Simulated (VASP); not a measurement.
Here is a VASP 6.6.1 calculation.

The input POSCAR:

```
SrO
1.0
    3.6229780985      0.0000000000      0.0000000000
   -1.8114890493      3.1375910707      0.0000000000
    0.0000000000      0.0000000000      6.3392428589
Sr O
2 2
Direct
    0.6666666667      0.3333333333      0.7500000000
    0.3333333333      0.6666666667      0.2500000000
    0.0000000000      0.0000000000      0.5000000000
    0.0000000000      0.0000000000      0.0000000000
```

INCAR.step1

```
ALGO     = Normal         # electronic algorithm
EDIFF    = 1E-4           # SCF threshold, eV
ENCUT    = 520            # plane-wave cutoff, eV
GGA      = PE             # functional
ISMEAR   = -1             # smearing method
LASPH    = True           # aspherical terms in the spheres
LCHARG   = False          # write CHGCAR
LREAL    = False          # projectors in reciprocal space
LWAVE    = True           # write WAVECAR
NBANDS   = 24             # bands
NELM     = 60             # most SCF steps
PREC     = Accurate       # precision mode
SIGMA    = 0.05           # smearing width, eV
```

File INCAR.step2:

```
ALGO     = Normal         # electronic algorithm
EDIFF    = 1E-7           # SCF threshold, eV
ENCUT    = 520            # plane-wave cutoff, eV
ISIF     = 2              # what is computed and relaxed
ISMEAR   = -1             # smearing method
ISTART   = 1            
LASPH    = True           # aspherical terms in the spheres
LCHARG   = False          # write CHGCAR
LMIXTAU  = True         
LREAL    = False          # projectors in reciprocal space
LWAVE    = False          # write WAVECAR
METAGGA  = R2SCAN         # meta-GGA
NBANDS   = 24             # bands
NELM     = 60             # most SCF steps
PREC     = Accurate       # precision mode
SIGMA    = 0.05           # smearing width, eV
```

Contents of KPOINTS:

```
k-points
0
Gamma
  9 9 5
```

Potentials or basis: VASP PAW PBE potentials, release 64 (Sr_sv, O).

Command:

```console
$ cat potpaw_PBE.64/Sr_sv/POTCAR potpaw_PBE.64/O/POTCAR > POTCAR
$ cp INCAR.step1 INCAR
$ mpirun -np 1 vasp_std > vasp.out
$ cp INCAR.step2 INCAR
$ mpirun -np 1 vasp_std > vasp.out
```

Question: What does it give for the band gap on the k mesh?

Answer: 3.33 eV, direct.

Question: Predict the pressure.

Answer: -4.6 GPa.

Stress tensor (GPa, compression positive):
```
-4.30  0.00  0.00
 0.00 -4.30  0.00
 0.00  0.00 -5.12
```

Caveat: the PAW data sets were made with another functional, which shifts forces and pressure a little. A k mesh can miss the band edges.
